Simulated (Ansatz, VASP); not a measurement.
## CsBi2H4: VASP beside Ansatz

INCAR

```
PREC = Accurate
ENCUT = 600
EDIFF = 1E-6
ISMEAR = 0
SIGMA = 0.1
LREAL = False
LASPH = True
NELM = 100
ALGO = Normal
ISIF = 3
LWAVE = False
LCHARG = False
GGA = PE
IBRION = 2
NSW = 100
EDIFFG = -0.01
```

The input KPOINTS:

```
regular mesh
0
Gamma
  6 6 12
```

The input POSCAR:

```
CsBi2H4
1.0
    6.5806233718      0.0000000000      0.0000000000
    0.0000000000      6.5806233718      0.0000000000
    0.0000000000      0.0000000000      3.2177241156
Cs Bi H
1 2 4
Direct
    0.0000000000      0.0000000000      0.0000000000
    0.5000000000      0.0000000000      0.5000000000
    0.0000000000      0.5000000000      0.5000000000
    0.2853872415      0.2853872415      0.0000000000
    0.7146127585      0.2853872415      0.0000000000
    0.7146127585      0.7146127585      0.0000000000
    0.2853872415      0.7146127585      0.0000000000
```

Input for Ansatz:

```yaml
crystal:
  lattice:
    - [6.5806233718, 0.0, 0.0]
    - [0.0, 6.5806233718, 0.0]
    - [0.0, 0.0, 3.2177241156]
  atoms:
    - { symbol: Cs, position: [0.0, 0.0, 0.0] }
    - { symbol: Bi, position: [0.5, 0.0, 0.5] }
    - { symbol: Bi, position: [0.0, 0.5, 0.5] }
    - { symbol: H, position: [0.2853872415, 0.2853872415, 0.0] }
    - { symbol: H, position: [0.7146127585, 0.2853872415, 0.0] }
    - { symbol: H, position: [0.7146127585, 0.7146127585, 0.0] }
    - { symbol: H, position: [0.2853872415, 0.7146127585, 0.0] }
basis:
  ecutwfc: 420
kpoints:
  mp_grid: { grid: [6, 6, 12] }
hamiltonian:
  xc: pbe
scf:
  occupations: { method: gaussian, width: 0.1 }
output:
  forces: true
  stress: true
  eigenvalues: true
relax:
  adjacent_minimum: "off"
  f_tol: 0.01
  max_steps: 80
  cell: { stress_tol: 0.05 }
```

Alike in both runs: task relaxation of cell and atoms; functional PBE; k mesh 6 × 6 × 12; occupations gaussian, width 0.1 eV; no spin polarisation.

|  | VASP | Ansatz |
| --- | --- | --- |
| version | VASP 6.6.1 | Ansatz 0.2.0 |
| potentials or method | VASP PAW PBE potentials, release 64 (Cs_sv, Bi_d, H), cutoff 600 eV | scalar-relativistic, plane waves, PAW |
| valence electrons in the cell | 43 | 43 |

```csv
,VASP,Ansatz,Ansatz less VASP
"gap on the k mesh at the Fermi level, each at its own relaxed structure (eV)",none,none,-
relaxed volume (Å³/atom),19.84,19.79,-0.045
relaxed cell length with the largest relative difference (Å),3.269,3.263,-0.0062
```

A gap of «none» marks a metal or a gap that the smearing closes.

Spin-orbit coupling is off throughout.
